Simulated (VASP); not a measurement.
Crystal: BN.

```
B N
1.0
     2.51231    0.00000    0.00000
    -1.25616    2.17572    0.00000
     0.00000    0.00000    6.68333
B N
2 2
Direct
  0.33333 0.66667 0.25000
  0.66667 0.33333 0.75000
  0.33333 0.66667 0.75000
  0.66667 0.33333 0.25000
```

* Program: VASP 6.6.1
* Task: relaxation of cell and atoms
* Functional: PBE
* Potentials or basis: VASP PAW PBE potentials, release 64 (B, N)
* Cutoff: 600 eV
* k mesh: 10 × 10 × 4
* Occupations: gaussian, width 0.05 eV
* Spin: no spin polarisation

At the start: pressure 0.8 GPa; volume 9.13 Å³/atom.

Where does the relaxation end?

Over 7 steps the energy falls by 8.7 meV/atom and the volume is 10.53 Å³/atom (+15.3 %); space group P6_3/mmc (No. 194, to 0.05 Å).

The path:
```
step  energy change (eV)  largest force (eV/Å)  pressure (GPa)  volume (Å³)
   1              0.0000                0.0000            0.80        36.53
   2             -0.0037                0.0000            0.78        36.77
   3             -0.0129                0.0000            0.80        37.50
   4             -0.0255                0.0000            0.89        38.95
   5             -0.0340                0.0000            1.15        41.85
   6             -0.0204                0.0000           -4.54        43.32
   7             -0.0348                0.0000            0.00        42.13
```

Final structure:
```cif
data_structure
_symmetry_space_group_name_H-M 'P 1'
_symmetry_Int_Tables_number 1
_cell_length_a 2.5121
_cell_length_b 2.5121
_cell_length_c 7.7082
_cell_angle_alpha 90.000
_cell_angle_beta 90.000
_cell_angle_gamma 120.000
_cell_volume 42.13
loop_
_atom_site_label
_atom_site_type_symbol
_atom_site_fract_x
_atom_site_fract_y
_atom_site_fract_z
_atom_site_occupancy
B1 B 0.33333 0.66667 0.25000 1
B2 B 0.66667 0.33333 0.75000 1
N1 N 0.33333 0.66667 0.75000 1
N2 N 0.66667 0.33333 0.25000 1
```

Caveat: the volume moved by over 15 % at a fixed basis, so the end points are rough; this functional lacks dispersion, which binds the layers, so the pressure and a relaxed spacing across them are unreliable; the volume moved by +15 % from the deposited cell, more than functionals usually miss.
